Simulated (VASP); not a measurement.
# Ca (Im-3m) in VASP: notebook

Runs on Ca. Level: r2SCAN. Tasks: single point.

Everything below comes from runs of VASP 6.6.1. Logs are shortened: lines on timing, memory, paths and dates and some standing lists are left out, and cuts for length are marked.

## (1) The cell of the first run

It takes space group Im-3m (No. 229, cubic). Conventional cell: a = 4.480 Å, b = 4.480 Å, c = 4.480 Å, α = 90.00°, β = 90.00°, γ = 90.00°. Within 5.1 Å of Ca (site symmetry m-3m) lie 14 Ca at 3.88 to 4.48 Å.

This isn't the form of Ca at room conditions, which is fcc.

## (2) Single point, r2SCAN (44.97 Å³/atom)

POSCAR reads:

```
Ca
1.0
   -2.2402096761      2.2402096761      2.2402096761
    2.2402096761     -2.2402096761      2.2402096761
    2.2402096761      2.2402096761     -2.2402096761
Ca
1
Direct
    0.0000000000      0.0000000000      0.0000000000
```

INCAR.step1 reads:

```
  ALGO = Normal
  EDIFF = 1E-4
  ENCUT = 520
  GGA = PE
  ISMEAR = -1
  LASPH = True
  LCHARG = False
  LREAL = False
  LWAVE = True
  NBANDS = 11
  NELM = 100
  PREC = Accurate
  SIGMA = 0.1
```

INCAR.step2 reads:

```
  ALGO = Normal
  EDIFF = 1E-6
  ENCUT = 520
  ISIF = 2
  ISMEAR = -1
  ISTART = 1
  LASPH = True
  LCHARG = False
  LMIXTAU = True
  LREAL = False
  LWAVE = False
  METAGGA = R2SCAN
  NBANDS = 11
  NELM = 100
  PREC = Accurate
  SIGMA = 0.1
```

KPOINTS reads:

```
k-points
0
Gamma
  11 11 11
```

Potentials or basis: VASP PAW PBE potentials, release 64 (Ca_sv).

Started as:

```bash
$ cat potpaw_PBE.64/Ca_sv/POTCAR > POTCAR
$ cp INCAR.step1 INCAR
$ mpirun -np 1 vasp_std > vasp.out
$ cp INCAR.step2 INCAR
$ mpirun -np 1 vasp_std > vasp.out
```

OUTCAR:

```text
EDIFF = 1E-6
   ENCUT = 520
   ISIF = 2
   ISMEAR = -1
   ISTART = 1
   LASPH = True
   LREAL = False
   METAGGA = R2SCAN
   NELM = 100
   PREC = Accurate

 ion  position               nearest neighbor table
   1  0.000  0.000  0.000-

  LATTYP: Found a body centered cubic cell.
 ALAT       =     4.4804193522

  Lattice vectors:

 A1 = (  -2.2402096761,   2.2402096761,   2.2402096761)
 A2 = (   2.2402096761,  -2.2402096761,   2.2402096761)
 A3 = (   2.2402096761,   2.2402096761,  -2.2402096761)

Analysis of symmetry for initial positions (statically):
=====================================================================
 Subroutine PRICEL returns:
 Original cell was already a primitive cell.

 Routine SETGRP: Setting up the symmetry group for a
 body centered cubic supercell.

 Subroutine GETGRP returns: Found 48 space group operations
 (whereof 48 operations were pure point group operations)
 out of a pool of 48 trial point group operations.

The static configuration has the point symmetry O_h .

Analysis of symmetry for dynamics (positions and initial velocities):
=====================================================================
 Subroutine PRICEL returns:
 Original cell was already a primitive cell.

 Routine SETGRP: Setting up the symmetry group for a
 body centered cubic supercell.

 Subroutine GETGRP returns: Found 48 space group operations
 (whereof 48 operations were pure point group operations)
 out of a pool of 48 trial point group operations.

The dynamic configuration has the point symmetry O_h .

 Subroutine INISYM returns: Found 48 space group operations
 (whereof 48 operations are pure point group operations),
 and found     1 'primitive' translations

----------------------------------------------------------------------------------------

                                     Primitive cell

  volume of cell :      44.9703

  direct lattice vectors                    reciprocal lattice vectors
    -2.240209676  2.240209676  2.240209676     0.000000000  0.223193394  0.223193394
     2.240209676 -2.240209676  2.240209676     0.223193394  0.000000000  0.223193394
     2.240209676  2.240209676 -2.240209676     0.223193394  0.223193394  0.000000000

  length of vectors
     3.880156979  3.880156979  3.880156979     0.315643124  0.315643124  0.315643124

  position of ions in fractional coordinates (direct lattice)
     0.000000000  0.000000000  0.000000000

  ion indices of the primitive-cell ions
   primitive index   ion index
                 1           1

----------------------------------------------------------------------------------------

 KPOINTS: k-points

Automatic generation of k-mesh.
 Grid dimensions read from file:
 generate k-points for:   11   11   11

 Generating k-lattice:

  Cartesian coordinates                     Fractional coordinates (reciprocal lattice)
     0.000000000  0.020290309  0.020290309     0.090909091  0.000000000  0.000000000
     0.020290309  0.000000000  0.020290309     0.000000000  0.090909091  0.000000000
     0.020290309  0.020290309  0.000000000     0.000000000  0.000000000  0.090909091

  Length of vectors
     0.028694829  0.028694829  0.028694829

  Shift w.r.t. Gamma in fractional coordinates (k-lattice)
     0.000000000  0.000000000  0.000000000

 Subroutine IBZKPT returns following result:
 ===========================================

 Found     56 irreducible k-points:

 Following reciprocal coordinates:
            Coordinates               Weight
  0.000000  0.000000  0.000000      1.000000
  0.090909  0.000000  0.000000     12.000000
  0.181818  0.000000  0.000000     12.000000
  0.272727  0.000000  0.000000     12.000000
  0.363636  0.000000  0.000000     12.000000
  0.454545  0.000000  0.000000     12.000000
[... 16 lines left out ...]
  0.272727  0.181818  0.090909     48.000000
  0.363636  0.181818  0.090909     24.000000
 [... further k-points ...]
   k-points           NKPTS =     56   k-points in BZ     NKDIM =     56   number of bands    NBANDS=     11
   number of dos      NEDOS =    301   number of ions     NIONS =      1
   total plane-waves  NPLWV =  27000
   dimension x,y,z NGX =    30 NGY =   30 NGZ =   30
   dimension x,y,z NGXF=    60 NGYF=   60 NGZF=   60
   ions per type =               1
   NGX,Y,Z   is equivalent  to a cutoff of  12.85, 12.85, 12.85 a.u.
   NGXF,Y,Z  is equivalent  to a cutoff of  25.71, 25.71, 25.71 a.u.
 SYSTEM =  unknown system
   PREC   = accura    normal or accurate (medium, high low for compatibility)
   ISTART =      1    job   : 0-new  1-cont  2-samecut
   ICHARG =      0    charge: 1-file 2-atom 10-const
   ISPIN  =      1    spin polarized calculation?
   LNONCOLLINEAR =      F non collinear calculations
   LSORBIT =      F    spin-orbit coupling
   LASPH  =      T    aspherical Exc in radial PAW
   ENCUT  =  520.0 eV  38.22 Ry    6.18 a.u.   7.21  7.21  7.21*2*pi/ulx,y,z
   NELM   =    100;   NELMIN=  2; NELMDL=  0     # of ELM steps
   EDIFF  = 0.1E-05   stopping-criterion for ELM
   LREAL  =      F    real-space projection
[... 7 lines left out ...]
   TEBEG  =    0.0;   TEEND  =   0.0 temperature during run
   PSTRESS=    0.0 pullay stress
   NELECT =      10.0000    total number of electrons
   NUPDOWN=      -1.0000    fix difference up-down
   EMIN   =  10.00;   EMAX   =-10.00  energy-range for DOS
   EFERMI =   0.00;   METHOD = LEGACY
   ISMEAR =    -1;   SIGMA  =   0.10  broadening in eV -4-tet -1-fermi 0-gaus
   EFERMI_NEDOS =   21; number of points for ismear=-14 and -15
   IALGO  =     38    algorithm
   IMIX   =      4    mixing-type and parameters
     AMIX     =   0.40;   BMIX     =  1.00
     AMIX_MAG =   1.60;   BMIX_MAG =  1.00
  volume/ion in A,a.u.               =      44.97       303.47
  Fermi-wavevector in a.u.,A,eV,Ry     =   0.991820  1.874268 13.384143  0.983707
  Thomas-Fermi vector in A             =   2.123588
   LORBIT       =      0    0 simple, 1 ext, 2 COOP (PROOUT), +10 PAW based schemes
   METAGGA = R2SCAN    functional components
   LHFCALC =     F    Hartree Fock is set to
   AEXX    =    0.0000 exact exchange contribution
   IVDW    =     0    specifies the selected vdW correction
   LEPSILON=     F    determine dielectric tensor
   LRPA    =     F    only Hartree local field effects (RPA)
 non-spin polarized calculation
  energy-cutoff  :      520.00
  volume of cell :       44.97
 maximum number of plane-waves:      1240
 NGX is ok and might be reduce to    30
   NGX = 15   NGY = 15   NGZ = 15

 number of electron      10.0000001 magnetization

 Free energy of the ion-electron system (eV)
  ---------------------------------------------------
  ext. energy  EPLUGINS =         0.00000000
  ---------------------------------------------------
  free energy    TOTEN  =        -7.03589957 eV

  energy without entropy =       -6.99174597  energy(sigma->0) =       -7.01382277

 E-fermi :   1.7809     XC(G=0):  -8.0122

 val. band max:        1.7740537384   @ k =  -0.4545  -0.4545   0.1818
 cond. band min:       1.7829660062   @ k =  -0.4545   0.4545   0.3636
 fundamental gap:      0.0089122678
 Fermi energy:         1.7809347246

 k-point     1 :       0.0000    0.0000    0.0000
  band No.  band energies     occupation
      1     -42.1828      2.00000
      2     -22.2159      2.00000
      3     -22.2159      2.00000
      4     -22.2159      2.00000
      5      -2.4148      2.00000
      6       4.3742      0.00000
      7       4.3742      0.00000
      8       4.3742      0.00000
      9       5.4045      0.00000
     10       5.4045      0.00000
     11      12.2561      0.00000

 k-point     2 :       0.0909    0.0000    0.0000
  band No.  band energies     occupation
      1     -42.1819      2.00000
      2     -22.2254      2.00000
      3     -22.2190      2.00000
      4     -22.2158      2.00000
      5      -2.2646      2.00000
      6       4.2791      0.00000
      7       4.3057      0.00000
      8       4.4833      0.00000
      9       5.2993      0.00000
     10       5.4063      0.00000
     11      11.9893      0.00000

 k-point     3 :       0.1818    0.0000    0.0000
  band No.  band energies     occupation
      1     -42.1794      2.00000
      2     -22.2507      2.00000
      3     -22.2275      2.00000
      4     -22.2158      2.00000
      5      -1.8249      2.00000
      6       3.9825      0.00000
      7       4.0419      0.00000
      8       4.8008      0.00000
      9       5.1947      0.00000
     10       5.4251      0.00000
     11      10.8921      0.00000

 k-point     4 :       0.2727    0.0000    0.0000
  band No.  band energies     occupation
      1     -42.1761      2.00000
      2     -22.2835      2.00000
      3     -22.2385      2.00000
      4     -22.2157      2.00000
      5      -1.1298      2.00000
      6       3.3852      0.00000
      7       3.7628      0.00000
      8       5.2460      0.00000
      9       5.2914      0.00000
     10       5.4837      0.00000
     11       9.3771      0.00000
[... 239 lines left out ...]
 k-point    22 :       0.1818    0.1818    0.0909
  band No.  band energies     occupation
      1     -42.1730      2.00000
      2     -22.3063      2.00000
      3     -22.2449      2.00000
      4     -22.2305      2.00000
      5      -0.0992      2.00000
      6       2.9033      0.00003
      7       3.1190      0.00000
      8       5.4428      0.00000
      9       5.6024      0.00000
     10       6.0864      0.00000
     11       8.1914      0.00000

 k-point    23 :       0.2727    0.1818    0.0909
  band No.  band energies     occupation
      1     -42.1713      2.00000
      2     -22.3116      2.00000
      3     -22.2605      2.00000
      4     -22.2331      2.00000
      5       0.7929      1.99990
      6       2.3927      0.00440
      7       2.9030      0.00003
      8       5.5029      0.00000
      9       5.6613      0.00000
     10       6.5934      0.00000
     11       7.0750      0.00000

 k-point    24 :       0.3636    0.1818    0.0909
  band No.  band energies     occupation
      1     -42.1706      2.00000
      2     -22.3117      2.00000
      3     -22.2685      2.00000
      4     -22.2337      2.00000
      5       1.5855      1.75192
      6       1.7733      1.03829
      7       2.8328      0.00005
      8       5.4992      0.00000
      9       5.6906      0.00000
     10       6.6370      0.00000
     11       6.8752      0.00000

 [... further k-points ...]

------------------------ aborting loop because EDIFF is reached ----------------------------------------

  FORCE on cell =-STRESS in cart. coord.  units (eV):
  Direction    XX          YY          ZZ          XY          YZ          ZX
  --------------------------------------------------------------------------------------
  -------------------------------------------------------------------------------------
  Total       -0.1713367     -0.1713367     -0.1713367      0.0000000     -0.0000000      0.0000000
  in kB       -6.1042890     -6.1042890     -6.1042890      0.0000000     -0.0000000      0.0000000
  external PRESSURE =      -6.1042890 kB  Pullay stress =       0.0000000 kB

 VOLUME and BASIS-vectors are now :
 -----------------------------------------------------------------------------
  energy-cutoff  :      520.00
  volume of cell :       44.97
      direct lattice vectors                 reciprocal lattice vectors
    -2.240209676  2.240209676  2.240209676     0.000000000  0.223193394  0.223193394
     2.240209676 -2.240209676  2.240209676     0.223193394  0.000000000  0.223193394
     2.240209676  2.240209676 -2.240209676     0.223193394  0.223193394  0.000000000

 POSITION                                       TOTAL-FORCE (eV/Angst)
 -----------------------------------------------------------------------------------
      0.00000      0.00000      0.00000         0.000000     -0.000000      0.000000
 -----------------------------------------------------------------------------------
    total drift:                               -0.000000     -0.000000      0.000000

  FREE ENERGIE OF THE ION-ELECTRON SYSTEM (eV)
  ---------------------------------------------------
  free  energy   TOTEN  =        -7.0358995712 eV

  energy  without entropy=       -6.9917459669  energy(sigma->0) =       -7.01382277
```

Wall time 45 s (1 thread of Intel Xeon 6975P-C (Granite Rapids), shared host); peak memory 0.17 GiB.

Results:

```
Free energy            : -7.0359 eV
Pressure               : -0.6 GPa
Band gap on the k mesh : zero (bands 5 and 6 overlap by 0.45 eV)
```

Levels at points of the mesh, in eV from the Fermi level:
| k point | band 1 | band 2 | band 3 | band 4 | band 5 | band 6 | band 7 | band 8 | band 9 | band 10 |
| --- | --- | --- | --- | --- | --- | --- | --- | --- | --- | --- |
| (0.00, 0.00, 0.00) | -43.96 | -24.00 | -24.00 | -24.00 | -4.20 | 2.59 | 2.59 | 2.59 | 3.62 | 3.62 |

Caveat: the PAW data sets were made with another functional, which shifts forces and pressure a little.

## (3) Single point, r2SCAN (46.70 Å³/atom)

This run uses another cell than the first one, of 46.70 Å³/atom.

POSCAR reads:

```
Ca
1.0
   -2.2685697713      2.2685697713      2.2685697713
    2.2685697713     -2.2685697713      2.2685697713
    2.2685697713      2.2685697713     -2.2685697713
Ca
1
Direct
    0.0000000000      0.0000000000      0.0000000000
```

INCAR.step1 reads:

```
SYSTEM = Ca
ALGO     = Normal         ! electronic algorithm
EDIFF    = 1E-4           ! SCF threshold, eV
ENCUT    = 520            ! plane-wave cutoff, eV
GGA      = PE             ! functional
ISMEAR   = -1             ! smearing method
LASPH    = .True.         ! aspherical terms in the spheres
LCHARG   = .False.        ! write CHGCAR
LREAL    = .False.        ! projectors in reciprocal space
LWAVE    = .True.         ! write WAVECAR
NBANDS   = 11             ! bands
NELM     = 100            ! most SCF steps
PREC     = Accurate       ! precision mode
SIGMA    = 0.1            ! smearing width, eV
```

INCAR.step2 reads:

```
SYSTEM = Ca
ALGO     = Normal         ! electronic algorithm
EDIFF    = 1E-6           ! SCF threshold, eV
ENCUT    = 520            ! plane-wave cutoff, eV
ISIF     = 2              ! what is computed and relaxed
ISMEAR   = -1             ! smearing method
ISTART   = 1            
LASPH    = .True.         ! aspherical terms in the spheres
LCHARG   = .True.         ! write CHGCAR
LELF     = .True.         ! ELF
LMIXTAU  = .True.       
LREAL    = .False.        ! projectors in reciprocal space
LVHAR    = .True.       
LWAVE    = .False.        ! write WAVECAR
METAGGA  = R2SCAN         ! meta-GGA
NBANDS   = 11             ! bands
NELM     = 100            ! most SCF steps
PREC     = Accurate       ! precision mode
SIGMA    = 0.1            ! smearing width, eV
```

KPOINTS reads:

```
k-points
0
Gamma
  11 11 11
  0 0 0
```

Potentials or basis: VASP PAW PBE potentials, release 64 (Ca_sv).

Started as:

```bash
$ cat potpaw_PBE.64/Ca_sv/POTCAR > POTCAR
$ cp INCAR.step1 INCAR
$ mpirun -np 1 vasp_std > vasp.out
$ cp INCAR.step2 INCAR
$ mpirun -np 1 vasp_std > vasp.out
```

OUTCAR:

```text
SYSTEM = Ca
   EDIFF = 1E-6
   ENCUT = 520
   ISIF = 2
   ISMEAR = -1
   ISTART = 1
   LASPH = .True.
   LREAL = .False.
   METAGGA = R2SCAN
   NELM = 100
   PREC = Accurate

 ion  position               nearest neighbor table
   1  0.000  0.000  0.000-

  LATTYP: Found a body centered cubic cell.
 ALAT       =     4.5371395426

  Lattice vectors:

 A1 = (  -2.2685697713,   2.2685697713,   2.2685697713)
 A2 = (   2.2685697713,  -2.2685697713,   2.2685697713)
[... 514 lines left out ...]
     10       6.2859      0.00000
     11       6.5693      0.00000

 [... further k-points ...]

------------------------ aborting loop because EDIFF is reached ----------------------------------------

  FORCE on cell =-STRESS in cart. coord.  units (eV):
  Direction    XX          YY          ZZ          XY          YZ          ZX
  --------------------------------------------------------------------------------------
  -------------------------------------------------------------------------------------
  Total       -0.3450734     -0.3450734     -0.3450734      0.0000000      0.0000000      0.0000000
  in kB      -11.8387444    -11.8387444    -11.8387444      0.0000000      0.0000000      0.0000000
  external PRESSURE =     -11.8387444 kB  Pullay stress =       0.0000000 kB

 VOLUME and BASIS-vectors are now :
 -----------------------------------------------------------------------------
  energy-cutoff  :      520.00
  volume of cell :       46.70
      direct lattice vectors                 reciprocal lattice vectors
    -2.268569771  2.268569771  2.268569771     0.000000000  0.220403184  0.220403184
     2.268569771 -2.268569771  2.268569771     0.220403184  0.000000000  0.220403184
     2.268569771  2.268569771 -2.268569771     0.220403184  0.220403184  0.000000000

 POSITION                                       TOTAL-FORCE (eV/Angst)
 -----------------------------------------------------------------------------------
      0.00000      0.00000      0.00000         0.000000     -0.000000      0.000000
 -----------------------------------------------------------------------------------
    total drift:                               -0.000000     -0.000000      0.000000

  FREE ENERGIE OF THE ION-ELECTRON SYSTEM (eV)
  ---------------------------------------------------
  free  energy   TOTEN  =        -7.0267884613 eV

  energy  without entropy=       -6.9831212654  energy(sigma->0) =       -7.00495486
```

OSZICAR.step1:

```text
N       E                     dE             d eps       ncg     rms          rms(c)
DAV:   1     0.644042400264E+02    0.64404E+02   -0.48867E+03  1232   0.798E+02
DAV:   2    -0.371827446124E+00   -0.64776E+02   -0.64219E+02  1346   0.205E+02
DAV:   3    -0.182754018008E+01   -0.14557E+01   -0.14349E+01  1805   0.299E+01
DAV:   4    -0.191796932956E+01   -0.90429E-01   -0.89792E-01  1668   0.560E+00
DAV:   5    -0.191910556097E+01   -0.11362E-02   -0.11359E-02  1702   0.617E-01    0.229E+00
DAV:   6    -0.191629176461E+01    0.28138E-02   -0.10806E-02  1541   0.112E+00    0.140E+00
DAV:   7    -0.191697723899E+01   -0.68547E-03   -0.17318E-02  1369   0.151E+00    0.988E-02
DAV:   8    -0.191657034237E+01    0.40690E-03   -0.17912E-03  1486   0.408E-01    0.221E-02
DAV:   9    -0.191659118748E+01   -0.20845E-04   -0.98511E-05  1349   0.839E-02
   1 F= -.19165912E+01 E0= -.18925130E+01  d E =-.481565E-01
```

It took 44 s on 1 thread of Intel Xeon 6975P-C (Granite Rapids), shared host; peak memory 0.18 GiB.

What came out:

```
Free energy            : -7.0268 eV
Pressure               : -1.2 GPa
Band gap on the k mesh : zero (bands 5 and 6 overlap by 0.47 eV)
```

Levels at points of the mesh, in eV from the Fermi level:
| k point | band 1 | band 2 | band 3 | band 4 | band 5 | band 6 | band 7 | band 8 | band 9 | band 10 |
| --- | --- | --- | --- | --- | --- | --- | --- | --- | --- | --- |
| (0.00, 0.00, 0.00) | -44.06 | -24.09 | -24.09 | -24.09 | -4.13 | 2.54 | 2.54 | 2.54 | 3.53 | 3.53 |

Caveat: the PAW data sets were made with another functional, which shifts forces and pressure a little.
